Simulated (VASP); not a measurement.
HfC:

```
CELL_PARAMETERS angstrom
2.90089 0.00000 0.00000
0.00000 2.90089 0.00000
0.00000 0.00000 2.90089
ATOMIC_POSITIONS crystal
Hf 0.00000 0.00000 0.00000
C 0.50000 0.50000 0.50000
```

Base run:

- Program: VASP 6.6.1
- Functional: PBE
- Potentials or basis: VASP PAW PBE potentials, release 64 (Hf_pv, C)
- Cutoff: 520 eV
- k mesh: 12 × 12 × 12
- Occupations: gaussian, width 0.05 eV
- Spin: no spin polarisation

Its results: band gap on the k mesh zero (band 7 reaches 7.68 eV, above the bottom of band 8 at 5.76 eV); pressure -1.4 GPa.

Problem. After a change of settings the same cell gave: band gap on the k mesh zero (band 7 reaches 7.79 eV, above the bottom of band 8 at 5.97 eV); pressure 2.1 GPa. Which change was it?
A. functional from PBE to LDA; potentials or basis from VASP PAW PBE potentials, release 64 (Hf_pv, C) to VASP PAW LDA potentials, release 64 (Hf_pv, C)
B. k mesh from 12 × 12 × 12 to 18 × 18 × 18; further incar settings from ALGO = Normal; EDIFF = 1e-06; NBANDS = 14 to ALGO = Normal; EDIFF = 1e-07; NBANDS = 14
C. hubbard terms from none to Hf d U = 1.0 eV
D. spin from no spin polarisation to collinear spin, ferromagnetic start; further incar settings from ALGO = Normal; EDIFF = 1e-06; NBANDS = 14 to ALGO = Normal; EDIFF = 1e-06; NBANDS = 18

Solution. C.

Caveats: spin-orbit coupling is left out, which moves the levels of the heavy elements; U without spin polarisation on a metal has little footing (some runs); the U is typed as a test and isn't derived for this compound (some runs).
